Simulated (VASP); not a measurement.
KF:

```
K F
1.0
     0.00000    2.67185    2.67185
     2.67185    0.00000    2.67185
     2.67185    2.67185    0.00000
K F
1 1
Direct
  0.00000 0.00000 0.00000
  0.50000 0.50000 0.50000
```

Base run:

* Program: VASP 6.6.1
* Functional: PBE-based screened hybrid with 15 % exact exchange
* Potentials or basis: VASP PAW PBE potentials, release 64 (K_sv, F)
* Cutoff: 520 eV
* k mesh: 5 × 5 × 5
* Occupations: fermi-dirac, width 0.05 eV
* Spin: no spin polarisation

Its results: band gap on the k mesh 7.35 eV; pressure 0.9 GPa.

Problem. After a change of settings the same cell gave: band gap on the k mesh 8.16 eV; pressure 0.6 GPa. Which change was it?
A. functional from PBE-based screened hybrid with 15 % exact exchange to PBE-based screened hybrid with 10 % exact exchange; share of exact exchange from 0.15 to 0.1
B. functional from PBE-based screened hybrid with 15 % exact exchange to PBE-based screened hybrid with 25 % exact exchange; share of exact exchange from 0.15 to 0.25
C. functional from PBE-based screened hybrid with 15 % exact exchange to PBE

Solution. B.

Caveats: the PAW data sets were made with another functional, which shifts forces and pressure a little.
